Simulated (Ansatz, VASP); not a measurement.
**PtSe2 in VASP and in Ansatz**

```
Pt Se
1.0
     3.75997    0.00000    0.00000
    -1.87999    3.25623    0.00000
     0.00000    0.00000    4.86260
Pt Se
1 2
Direct
  0.00000 0.00000 0.00000
  0.33333 0.66667 0.26086
  0.66667 0.33333 0.73914
```

Alike in both runs: task relaxation of cell and atoms; functional PBEsol; k mesh 15 × 15 × 8; occupations fermi-dirac, width 0.15 eV; no spin polarisation.

```csv
,VASP,Ansatz
version,VASP 6.6.1,Ansatz 0.2.0
potentials or method,"VASP PAW PBE potentials, release 64 (Pt, Se), cutoff 500 eV","scalar-relativistic, plane waves, PAW"
valence electrons in the cell,22,50
```

```csv
,VASP,Ansatz,Ansatz less VASP
"gap on the k mesh at the Fermi level, each at its own relaxed structure (eV)",none,none,-
relaxed volume (Å³/atom),19.83,19.84,+0.011
relaxed cell length with the largest relative difference (Å),4.854,4.859,+0.0051
```

VASP's potentials were made for PBE, not for PBEsol. A gap of «none» marks a metal or a gap that the smearing closes. VASP's potentials hold 22 valence electrons a cell and Ansatz's 50, so a difference there can come from the potentials and not from the codes.

Neither program's run includes spin-orbit coupling.
